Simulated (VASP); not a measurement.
KCdCO3F (k07): relaxation of cell and atoms with PBE

KCdCO3F (k07):

```xyz
7
Lattice="5.1324 0.0000 0.0000 -2.5662 4.4448 0.0000 0.0000 0.0000 4.4324" Properties=species:S:1:pos:R:3 pbc="T T T"
K     0.0000    0.0000    0.0000
Cd    2.5662    1.4816    2.2162
C     0.0000    2.9632    2.2162
O     0.0000    1.7112    2.2162
O    -1.0842    3.5892    2.2162
O     1.0842    3.5892    2.2162
F     2.5662    1.4816    0.0000
```

```
Program                : VASP 6.6.1
Task                   : relaxation of cell and atoms
Functional             : PBE
Potentials or basis    : VASP PAW PBE potentials, release 64 (K_sv, Cd, C, O, F)
Cutoff                 : 600 eV
k mesh                 : 6 × 6 × 4
Occupations            : gaussian, width 0.1 eV
Spin                   : no spin polarisation
Dipole correction      : no
Further INCAR settings : ALGO = Normal; EDIFF = 1e-06; IBRION = 2; EDIFFG = -0.05; NSW = 100; ISIF = 3
```

The relaxed volume is 14.71 Å³/atom and the relaxed cell is a = 5.139 Å, b = 5.139 Å, c = 4.501 Å, α = 90.00°, β = 90.00°, γ = 120.00°. The space group after relaxing (to 0.05 Å) is P-6m2 (No. 187) and the energy gained by relaxing is 32.3 meV/atom. The ionic steps are 7 and the pressure after relaxing is -0.1 GPa. The largest force after relaxing is 0.041 eV/Å and the band gap on the k mesh is 1.73 eV, indirect (the least direct gap lies 3.8 meV higher).

Forces on the atoms (eV/Å):
```
K    0.000  0.000  0.000
Cd   0.000  0.000  0.000
C    0.000  0.000  0.000
O    0.000 -0.041  0.000
O   -0.036  0.021  0.000
O    0.036  0.021  0.000
F    0.000  0.000  0.000
```

The path:
```
step  energy change (eV)  largest force (eV/Å)  pressure (GPa)  volume (Å³)
   1              0.0000                3.4376            6.79       101.11
   2              1.9221                6.4898          -14.15       110.30
   3             -0.2154                0.3732           -0.82       103.02
   4             -0.2193                0.0533           -0.16       102.81
   5             -0.2195                0.0411            0.04       102.75
   6             -0.2224                0.0410           -0.01       102.80
   7             -0.2264                0.0414           -0.11       102.95
```

Final structure:
```
K Cd C O F
1.0
     5.13929    0.00000    0.00000
    -2.56965    4.45076    0.00000
     0.00000    0.00000    4.50083
K Cd C O F
1 1 1 3 1
Direct
  0.00000 0.00000 0.00000
  0.66667 0.33333 0.50000
  0.33333 0.66667 0.50000
  0.18767 0.37534 0.50000
  0.18767 0.81233 0.50000
  0.62466 0.81233 0.50000
  0.66667 0.33333 0.00000
```

Levels at points of the mesh, in eV from the valence-band top:
| k point | band 22 | band 23 | band 24 | band 25 | band 26 | band 27 | band 28 | band 29 |
| --- | --- | --- | --- | --- | --- | --- | --- | --- |
| (0.00, 0.00, 0.00) | -1.74 | -1.42 | -1.42 | 0.00 | 1.73 | 5.77 | 6.25 | 8.86 |
| (0.50, 0.00, 0.00) | -1.90 | -1.41 | -1.39 | -0.15 | 3.89 | 5.84 | 6.06 | 8.39 |
| (0.00, 0.00, 0.50) | -1.89 | -1.36 | -1.36 | 0.00 | 3.90 | 5.08 | 6.29 | 9.03 |
| (0.50, 0.00, 0.50) | -1.65 | -1.40 | -1.32 | -0.15 | 5.33 | 5.92 | 6.86 | 7.67 |

Wall time 3.7 min on 1 thread of AMD EPYC 9R45 96-Core Processor (Zen 5), on a shared host, peak memory 0.28 GiB.

Caveat: the relaxation stopped at a loose force limit of 0.05 eV/Å, so its end isn't a converged minimum. As with any semilocal functional, this PBE gap is likely too small.
